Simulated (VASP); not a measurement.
Write the native input for VASP 6.6.1 that does the following.

```
Task                   : single point
Functional             : LDA
Potentials or basis    : VASP PAW LDA potentials, release 64 (Ti_sv, N)
Cutoff                 : 520 eV
k mesh                 : 14 × 14 × 14
Occupations            : gaussian, width 0.1 eV
Spin                   : no spin polarisation
Dipole correction      : no
Further INCAR settings : ALGO = Normal; EDIFF = 1e-07; NBANDS = 16
```

The structure of TiN (dq5) lies in POSCAR:

```
TiN
1.0
    0.0000000000      2.0859620324      2.0859620324
    2.0859620324      0.0000000000      2.0859620324
    2.0859620324      2.0859620324      0.0000000000
Ti N
1 1
Direct
    0.0000000000      0.0000000000      0.0000000000
    0.5000000000      0.5000000000      0.5000000000
```

The input as run:

INCAR

```
  ALGO = Normal
  EDIFF = 1E-7
  ENCUT = 520
  ISIF = 2
  ISMEAR = 0
  LASPH = T
  LCHARG = F
  LREAL = F
  LWAVE = F
  NBANDS = 16
  NELM = 80
  PREC = Accurate
  SIGMA = 0.1
```

KPOINTS

```
k-points
0
Gamma
  14 14 14
```

Potentials or basis: VASP PAW LDA potentials, release 64 (Ti_sv, N).

The run is started by

```bash
$ cat potpaw_LDA.64/Ti_sv/POTCAR potpaw_LDA.64/N/POTCAR > POTCAR
$ mpirun -np 1 vasp_std > vasp.out
```

Results of the run:

* Pressure: 1.0 GPa

It took 34 s on 1 thread of Intel(R) Xeon(R) Platinum 8488C (Sapphire Rapids) (shared host), peak memory 0.14 GiB.
